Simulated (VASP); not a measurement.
# PbS (P2_1/m) in VASP: single point with PBE

Aim: the single point of PbS with PBE.

Program: VASP 6.6.1. These are calculated values, not measurements. Logs are shortened: lines on timing, memory, paths and dates and some standing lists are left out, and cuts for length are marked.

### 1 The cell of the first run

Symmetry: P2_1/m, No. 11, monoclinic system. Conventional cell: a = 5.871 Å, b = 3.979 Å, c = 9.978 Å, α = 90.00°, β = 90.75°, γ = 90.00°. Within 3.6 Å of Pb (site symmetry m) lie 4 S at 2.69 to 2.98 Å. Pb (site symmetry m) has 6 S at 2.75 to 3.26 Å within 3.6 Å. Within 3.6 Å of S (site symmetry m) lie 5 Pb at 2.75 to 3.02 Å. Within 3.6 Å of S (site symmetry m) lie 5 Pb at 2.69 to 3.26 Å.

### 2 Single point, PBE

Input file INCAR:

```
PREC = Accurate
ENCUT = 520
EDIFF = 1E-7
ISMEAR = 0
SIGMA = 0.01
LREAL = False
LASPH = True
NELM = 60
ALGO = Normal
ISIF = 2
LWAVE = False
LCHARG = False
GGA = PE
NBANDS = 50
```

Input file KPOINTS:

```
regular mesh
0
Gamma
  4 6 4
```

Input file POSCAR:

```
PbS
1.0
    5.8670136084      0.0000000000      0.2236883127
    0.0000000000      3.9792467357      0.0000000000
   -0.2503671076      0.0000000000      9.9747783827
Pb S
4 4
Direct
    0.7376751410      0.2500000000      0.6184295417
    0.2623248590      0.7500000000      0.3815704583
    0.2603830543      0.2500000000      0.8934940994
    0.7396169457      0.7500000000      0.1065059006
    0.7471270842      0.2500000000      0.9165719888
    0.2528729158      0.7500000000      0.0834280112
    0.4335533169      0.7500000000      0.6543354510
    0.5664466831      0.2500000000      0.3456645490
```

Potentials or basis: VASP PAW PBE potentials, release 64 (Pb_d, S).

The run is started by

```sh
$ cat potpaw_PBE.64/Pb_d/POTCAR potpaw_PBE.64/S/POTCAR > POTCAR
$ mpirun -np 1 vasp_std > vasp.out
```

OUTCAR:

```text
PREC = Accurate
   ENCUT = 520
   EDIFF = 1E-7
   ISMEAR = 0
   LREAL = False
   LASPH = True
   NELM = 60
   ISIF = 2
   GGA = PE

 ion  position               nearest neighbor table
   1  0.738  0.250  0.618-   7 2.69   7 2.69   8 2.91   5 2.98   3 3.90
   2  0.262  0.750  0.382-   8 2.69   8 2.69   7 2.91   6 2.98   4 3.90
   3  0.260  0.250  0.893-   6 2.75   6 2.75   5 2.87   5 3.02   7 3.26   7 3.26   1 3.90   4 4.07
                             4 4.07
   4  0.740  0.750  0.107-   5 2.75   5 2.75   6 2.87   6 3.02   8 3.26   8 3.26   2 3.90   3 4.07
                             3 4.07
   5  0.747  0.250  0.917-   4 2.75   4 2.75   3 2.87   1 2.98   3 3.02
   6  0.253  0.750  0.083-   3 2.75   3 2.75   4 2.87   2 2.98   4 3.02
   7  0.434  0.750  0.654-   1 2.69   1 2.69   2 2.91   3 3.26   3 3.26
   8  0.566  0.250  0.346-   2 2.69   2 2.69   1 2.91   4 3.26   4 3.26

  LATTYP: Found a simple monoclinic cell.
 ALAT       =     5.8712762788
 B/A-ratio  =     0.6777481670
 C/A-ratio  =     1.6994465127
 COS(beta)  =    -0.0130128620

  Lattice vectors:

 A1 = (   5.8670136084,   0.0000000000,   0.2236883127)
 A2 = (   0.0000000000,  -3.9792467357,   0.0000000000)
 A3 = (   0.2503671076,   0.0000000000,  -9.9747783827)

Analysis of symmetry for initial positions (statically):
=====================================================================
 Subroutine PRICEL returns:
 Original cell was already a primitive cell.

 Routine SETGRP: Setting up the symmetry group for a
 simple monoclinic supercell.

 Subroutine GETGRP returns: Found  4 space group operations
 (whereof  2 operations were pure point group operations)
 out of a pool of  4 trial point group operations.

The static configuration has the point symmetry S_2 .
 The point group associated with its full space group is C_2h.

Analysis of symmetry for dynamics (positions and initial velocities):
=====================================================================
 Subroutine PRICEL returns:
 Original cell was already a primitive cell.

 Routine SETGRP: Setting up the symmetry group for a
 simple monoclinic supercell.

 Subroutine GETGRP returns: Found  4 space group operations
 (whereof  2 operations were pure point group operations)
 out of a pool of  4 trial point group operations.

The dynamic configuration has the point symmetry S_2 .
 The point group associated with its full space group is C_2h.

 Subroutine INISYM returns: Found  4 space group operations
 (whereof  2 operations are pure point group operations),
 and found     1 'primitive' translations

----------------------------------------------------------------------------------------

                                     Primitive cell

  volume of cell :     233.0970

  direct lattice vectors                    reciprocal lattice vectors
     5.867013608  0.000000000  0.223688313     0.170281511  0.000000000  0.004274069
     0.000000000  3.979246736  0.000000000     0.000000000  0.251303844  0.000000000
    -0.250367108  0.000000000  9.974778383    -0.003818630  0.000000000  0.100157006

  length of vectors
     5.871276279  3.979246736  9.977919997     0.170335142  0.251303844  0.100229775

  position of ions in fractional coordinates (direct lattice)
     0.737675141  0.250000000  0.618429542
     0.262324859  0.750000000  0.381570458
     0.260383054  0.250000000  0.893494099
     0.739616946  0.750000000  0.106505901
     0.747127084  0.250000000  0.916571989
     0.252872916  0.750000000  0.083428011
     0.433553317  0.750000000  0.654335451
     0.566446683  0.250000000  0.345664549

  ion indices of the primitive-cell ions
   primitive index   ion index
                 1           1
                 2           2
                 3           3
                 4           4
                 5           5
                 6           6
                 7           7
                 8           8

----------------------------------------------------------------------------------------

 KPOINTS: regular mesh

Automatic generation of k-mesh.
 Grid dimensions read from file:
 generate k-points for:    4    6    4

 Generating k-lattice:

  Cartesian coordinates                     Fractional coordinates (reciprocal lattice)
     0.042570378  0.000000000  0.001068517     0.250000000  0.000000000  0.000000000
     0.000000000  0.041883974  0.000000000     0.000000000  0.166666667  0.000000000
    -0.000954657  0.000000000  0.025039252     0.000000000  0.000000000  0.250000000

  Length of vectors
     0.042583785  0.041883974  0.025057444

  Shift w.r.t. Gamma in fractional coordinates (k-lattice)
     0.000000000  0.000000000  0.000000000

 Subroutine IBZKPT returns following result:
 ===========================================

 Found     40 irreducible k-points:

 Following reciprocal coordinates:
            Coordinates               Weight
  0.000000  0.000000  0.000000      1.000000
  0.250000  0.000000  0.000000      2.000000
  0.500000  0.000000  0.000000      1.000000
  0.000000  0.166667  0.000000      2.000000
  0.250000  0.166667  0.000000      4.000000
  0.500000  0.166667  0.000000      2.000000
[... 16 lines left out ...]
  0.500000  0.333333  0.250000      4.000000
 -0.250000  0.333333  0.250000      4.000000
 [... further k-points ...]
   k-points           NKPTS =     40   k-points in BZ     NKDIM =     40   number of bands    NBANDS=     50
   number of dos      NEDOS =    301   number of ions     NIONS =      8
   total plane-waves  NPLWV = 115200
   dimension x,y,z NGX =    48 NGY =   30 NGZ =   80
   dimension x,y,z NGXF=    96 NGYF=   60 NGZF=  160
   ions per type =               4   4
   NGX,Y,Z   is equivalent  to a cutoff of  13.59, 12.53, 13.33 a.u.
   NGXF,Y,Z  is equivalent  to a cutoff of  27.18, 25.07, 26.66 a.u.
 SYSTEM =  unknown system
   PREC   = accura    normal or accurate (medium, high low for compatibility)
   ISTART =      0    job   : 0-new  1-cont  2-samecut
   ICHARG =      2    charge: 1-file 2-atom 10-const
   ISPIN  =      1    spin polarized calculation?
   LNONCOLLINEAR =      F non collinear calculations
   LSORBIT =      F    spin-orbit coupling
   LASPH  =      T    aspherical Exc in radial PAW
   ENCUT  =  520.0 eV  38.22 Ry    6.18 a.u.  10.92  7.40 18.55*2*pi/ulx,y,z
   NELM   =     60;   NELMIN=  2; NELMDL= -5     # of ELM steps
   EDIFF  = 0.1E-06   stopping-criterion for ELM
   LREAL  =      F    real-space projection
   EDIFFG = 0.1E-05   stopping-criterion for IOM
   NSW    =      0    number of steps for IOM
   IBRION =     -1    ionic relax: 0-MD 1-quasi-New 2-CG
   NFREE  =      0    steps in history (QN), initial steepest desc. (CG)
   ISIF   =      2    stress and relaxation
   ISYM   =      2    0-nonsym 1-usesym 2-fastsym
   POTIM  = 0.5000    time-step for ionic-motion
   TEBEG  =    0.0;   TEEND  =   0.0 temperature during run
   PSTRESS=    0.0 pullay stress
   NELECT =      80.0000    total number of electrons
   NUPDOWN=      -1.0000    fix difference up-down
   EMIN   =  10.00;   EMAX   =-10.00  energy-range for DOS
   EFERMI =   0.00;   METHOD = LEGACY
   ISMEAR =     0;   SIGMA  =   0.01  broadening in eV -4-tet -1-fermi 0-gaus
   EFERMI_NEDOS =   21; number of points for ismear=-14 and -15
   IALGO  =     38    algorithm
   IMIX   =      4    mixing-type and parameters
     AMIX     =   0.40;   BMIX     =  1.00
     AMIX_MAG =   1.60;   BMIX_MAG =  1.00
  volume/ion in A,a.u.               =      29.14       196.63
  Fermi-wavevector in a.u.,A,eV,Ry     =   1.146197  2.165998 17.874894  1.313768
  Thomas-Fermi vector in A             =   2.282882
   LORBIT       =      0    0 simple, 1 ext, 2 COOP (PROOUT), +10 PAW based schemes
   GGA     = PE    functional components
   LHFCALC =     F    Hartree Fock is set to
   AEXX    =    0.0000 exact exchange contribution
   IVDW    =     0    specifies the selected vdW correction
   LEPSILON=     F    determine dielectric tensor
   LRPA    =     F    only Hartree local field effects (RPA)
 non-spin polarized calculation
 Gauss-broadening in eV      SIGMA  =   0.01
  energy-cutoff  :      520.00
  volume of cell :      233.10
 maximum number of plane-waves:      6306
 NGX is ok and might be reduce to    48
   NGX = 21   NGY = 15   NGZ = 37

 number of electron      80.0000004 magnetization

 Free energy of the ion-electron system (eV)
  ---------------------------------------------------
  ext. energy  EPLUGINS =         0.00000000
  ---------------------------------------------------
  free energy    TOTEN  =       -34.35748828 eV

  energy without entropy =      -34.35748828  energy(sigma->0) =      -34.35748828

 E-fermi :   4.2942     XC(G=0):  -9.0052

 val. band max:        4.2131114197   @ k =   0.5000   0.0000   0.2500
 cond. band min:       5.1232960740   @ k =   0.5000   0.0000   0.0000
 fundamental gap:      0.9101846544
 Fermi energy:         4.2941829171

 k-point     1 :       0.0000    0.0000    0.0000
  band No.  band energies     occupation
      1     -12.3195      2.00000
      2     -12.2629      2.00000
      3     -12.2277      2.00000
      4     -12.2110      2.00000
      5     -12.2049      2.00000
      6     -12.2003      2.00000
[... 42 lines left out ...]
     49       8.8652      0.00000
     50       9.1244      0.00000

 k-point     2 :       0.2500    0.0000    0.0000
  band No.  band energies     occupation
      1     -12.3162      2.00000
      2     -12.2642      2.00000
      3     -12.2262      2.00000
      4     -12.2145      2.00000
      5     -12.2047      2.00000
      6     -12.1939      2.00000
[... 42 lines left out ...]
     49       8.7977      0.00000
     50       8.8671      0.00000

 k-point     3 :       0.5000    0.0000    0.0000
  band No.  band energies     occupation
      1     -12.3131      2.00000
      2     -12.2656      2.00000
      3     -12.2228      2.00000
      4     -12.2198      2.00000
      5     -12.2037      2.00000
      6     -12.1875      2.00000
[... 42 lines left out ...]
     49       8.7646      0.00000
     50       8.8070      0.00000

 k-point     4 :       0.0000    0.1667    0.0000
  band No.  band energies     occupation
      1     -12.3150      2.00000
      2     -12.2544      2.00000
      3     -12.2333      2.00000
      4     -12.2278      2.00000
      5     -12.1964      2.00000
      6     -12.1958      2.00000
[... 999 lines left out ...]
 k-point    23 :       0.5000    0.3333    0.2500
  band No.  band energies     occupation
      1     -12.3240      2.00000
      2     -12.3006      2.00000
      3     -12.2135      2.00000
      4     -12.2089      2.00000
      5     -12.2011      2.00000
      6     -12.2008      2.00000
[... 42 lines left out ...]
     49       8.6220      0.00000
     50       9.0823      0.00000

 k-point    24 :      -0.2500    0.3333    0.2500
  band No.  band energies     occupation
      1     -12.3261      2.00000
      2     -12.2989      2.00000
      3     -12.2164      2.00000
      4     -12.2095      2.00000
      5     -12.2015      2.00000
      6     -12.1989      2.00000
[... 42 lines left out ...]
     49       8.8582      0.00000
     50       9.2254      0.00000

 [... further k-points ...]
[... 5 lines left out ...]
  --------------------------------------------------------------------------------------
  -------------------------------------------------------------------------------------
  Total        2.6594262      3.1428455      2.4438643      0.0000000      0.0000000      0.1043771
  in kB       18.2793981     21.6021502     16.7977469      0.0000000      0.0000000      0.7174292
  external PRESSURE =      18.8930984 kB  Pullay stress =       0.0000000 kB

 VOLUME and BASIS-vectors are now :
 -----------------------------------------------------------------------------
  energy-cutoff  :      520.00
  volume of cell :      233.10
      direct lattice vectors                 reciprocal lattice vectors
     5.867013608  0.000000000  0.223688313     0.170281511  0.000000000  0.004274069
     0.000000000  3.979246736  0.000000000     0.000000000  0.251303844  0.000000000
    -0.250367108  0.000000000  9.974778383    -0.003818630  0.000000000  0.100157006

 POSITION                                       TOTAL-FORCE (eV/Angst)
 -----------------------------------------------------------------------------------
      4.17312      0.99481      6.33371         0.098035     -0.000000     -0.019491
      1.44353      2.98444      3.86476        -0.098035      0.000000      0.019491
      1.30397      0.99481      8.97065        -0.015312     -0.000000     -0.081254
      4.31268      2.98444      1.22782         0.015312     -0.000000      0.081254
      4.15393      0.99481      9.30973         0.062455     -0.000000     -0.071427
      1.46272      2.98444      0.88874        -0.062455     -0.000000      0.071427
      2.37984      2.98444      6.62383        -0.129011     -0.000000      0.055314
      3.23681      0.99481      3.57463         0.129011     -0.000000     -0.055314
 -----------------------------------------------------------------------------------
    total drift:                                0.000000     -0.000000      0.000000

  FREE ENERGIE OF THE ION-ELECTRON SYSTEM (eV)
  ---------------------------------------------------
  free  energy   TOTEN  =       -34.3574882839 eV

  energy  without entropy=      -34.3574882839  energy(sigma->0) =      -34.35748828
```

Run time: 5.7 min. Hardware: 1 thread of AMD EPYC 9R45 (Zen 5), shared host; peak memory 0.5 GiB.

What came out:

```
Free energy            : -34.3575 eV
Pressure               : 1.9 GPa
Largest force          : 0.140 eV/Å
Band gap on the k mesh : 0.91 eV, indirect (least direct gap 1.03 eV)
```

Forces in eV/Å, atoms in the order of the input:
```
Pb   0.098  0.000 -0.019
Pb  -0.098  0.000  0.019
Pb  -0.015  0.000 -0.081
Pb   0.015  0.000  0.081
S    0.062  0.000 -0.071
S   -0.062  0.000  0.071
S   -0.129  0.000  0.055
S    0.129  0.000 -0.055
```

Caveat: spin-orbit coupling is left out, which moves the levels of the heavy elements. A k mesh can miss the band edges.
